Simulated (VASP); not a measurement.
A run of VASP 6.6.1 is set up as follows.

The input INCAR:

```
ALGO     = Normal         # electronic algorithm
EDIFF    = 1E-6           # SCF threshold, eV
ENCUT    = 520            # plane-wave cutoff, eV
GGA      = PE             # functional
ISIF     = 2              # what is computed and relaxed
ISMEAR   = 0              # smearing method
IVDW     = 12             # dispersion correction
LASPH    = True           # aspherical terms in the spheres
LCHARG   = True           # write CHGCAR
LELF     = True           # ELF
LREAL    = False          # projectors in reciprocal space
LVHAR    = True         
LWAVE    = False          # write WAVECAR
NBANDS   = 26             # bands
NELM     = 60             # most SCF steps
PREC     = Accurate       # precision mode
SIGMA    = 0.05           # smearing width, eV
```

The input KPOINTS:

```
k-points
0
Gamma
  7 9 3
```

File POSCAR:

```
BN
1.0
    1.2538424667     -3.3394821656      0.0000000000
    2.5076849335      0.0000000000      0.0000000000
    1.4628162112     -1.6697410828      8.6753276438
B N
4 4
Direct
   -0.4166767184     -0.2777844790      0.8333534369
   -0.0416767184      0.4722155210      0.0833534369
   -0.1666767184     -0.1111178123      0.3333534369
   -0.2916767184      0.3055488544      0.5833534369
   -0.0832982790     -0.0555321860      0.1665965581
   -0.2082982790      0.3611344806      0.4165965581
   -0.3332982790     -0.2221988527      0.6665965581
   -0.4582982790      0.1944678140      0.9165965581
```

Potentials or basis: VASP PAW PBE potentials, release 64 (B, N).

Command:

```bash
$ cat potpaw_PBE.64/B/POTCAR potpaw_PBE.64/N/POTCAR > POTCAR
$ mpirun -np 1 vasp_std > vasp.out
```

Q: Estimate the largest force.

A: 1.870 eV/Å.

Q: Predict the dispersion energy per atom.

A: -0.149 eV.

Forces in eV/Å, atoms in the order of the input:
```
B    0.038  0.172  0.445
B    0.106 -1.728  0.188
B    0.011  0.042  0.607
B    0.002 -0.026  0.387
N    0.075  0.083 -1.445
N    0.003  0.006 -0.507
N   -0.016 -0.121 -0.664
N   -0.218  1.572  0.988
```

Caveat: the cell differs from its parent crystal (the part above a cut slid along it); forces of over 1 eV/Å act on the atoms, so gaps and moduli don't describe the material at rest.
